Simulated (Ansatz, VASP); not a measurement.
Given: the input of a run of Ansatz 0.2.0 on Sb.

Contents of input:

```
crystal:
  lattice:
    - [3.1809277622, 0.0, 0.0]
    - [0.0, 3.1809277622, 0.0]
    - [0.0, 0.0, 3.1809277622]
  atoms:
    - { symbol: Sb, position: [0.0, 0.0, 0.0] }
hamiltonian:
  xc: pbe0
  pseudopotentials: { kind: paw }
kpoints:
  mp_grid: { grid: [6, 6, 6] }
scf:
  occupations: { method: fermi_dirac, width: 0.05 }
output:
  forces: true
  stress: true
  eigenvalues: true
```

Set up the same calculation for VASP 6.6.1. Potentials there: VASP PAW PBE potentials, release 64 (Sb).

As run (the cutoff follows the program's own potentials):

POSCAR

```
Sb
1.0
    3.1809277622      0.0000000000      0.0000000000
    0.0000000000      3.1809277622      0.0000000000
    0.0000000000      0.0000000000      3.1809277622
Sb
1
Direct
    0.0000000000      0.0000000000      0.0000000000
```

Contents of INCAR.step1:

```
SYSTEM = Sb
PREC     = Accurate       ! precision mode
ENCUT    = 520            ! plane-wave cutoff, eV
EDIFF    = 1E-5           ! SCF threshold, eV
ISMEAR   = -1             ! smearing method
SIGMA    = 0.05           ! smearing width, eV
LREAL    = .FALSE.        ! projectors in reciprocal space
LASPH    = .TRUE.         ! aspherical terms in the spheres
NELM     = 100            ! most SCF steps
ALGO     = Normal         ! electronic algorithm
ISIF     = 2              ! what is computed and relaxed
LWAVE    = .TRUE.         ! write WAVECAR
LCHARG   = .FALSE.        ! write CHGCAR
GGA      = PE             ! functional
NBANDS   = 8              ! bands
```

INCAR.step2

```
SYSTEM = Sb
PREC     = Accurate       ! precision mode
ENCUT    = 520            ! plane-wave cutoff, eV
EDIFF    = 1E-6           ! SCF threshold, eV
ISMEAR   = -1             ! smearing method
SIGMA    = 0.05           ! smearing width, eV
LREAL    = .FALSE.        ! projectors in reciprocal space
LASPH    = .TRUE.         ! aspherical terms in the spheres
NELM     = 100            ! most SCF steps
ALGO     = Normal         ! electronic algorithm
ISIF     = 2              ! what is computed and relaxed
LWAVE    = .FALSE.        ! write WAVECAR
LCHARG   = .FALSE.        ! write CHGCAR
GGA      = PE             ! functional
LHFCALC  = .TRUE.         ! exact exchange
AEXX     = 0.25           ! exact-exchange fraction
PRECFOCK = Normal       
ISTART   = 1            
NBANDS   = 8              ! bands
```

File KPOINTS:

```
Automatic mesh
0
G
  6 6 6
  0 0 0
```

Potentials or basis: VASP PAW PBE potentials, release 64 (Sb).

Run with:

```sh
$ cat potpaw_PBE.64/Sb/POTCAR > POTCAR
$ cp INCAR.step1 INCAR
$ mpirun -np 1 vasp_std > vasp.out
$ cp INCAR.step2 INCAR
$ mpirun -np 1 vasp_std > vasp.out
```

Both were run:

|  | VASP | Ansatz | Ansatz less VASP |
| --- | --- | --- | --- |
| gap on the k mesh at the Fermi level (eV) | none | none | - |
| pressure (GPa) | -5.1 | -4.1 | +0.94 |

A gap of «none» marks a metal or a gap that the smearing closes. VASP's potentials hold 5 valence electrons a cell and Ansatz's 15, so a difference there can come from the potentials and not from the codes.

Spin-orbit coupling is off throughout.
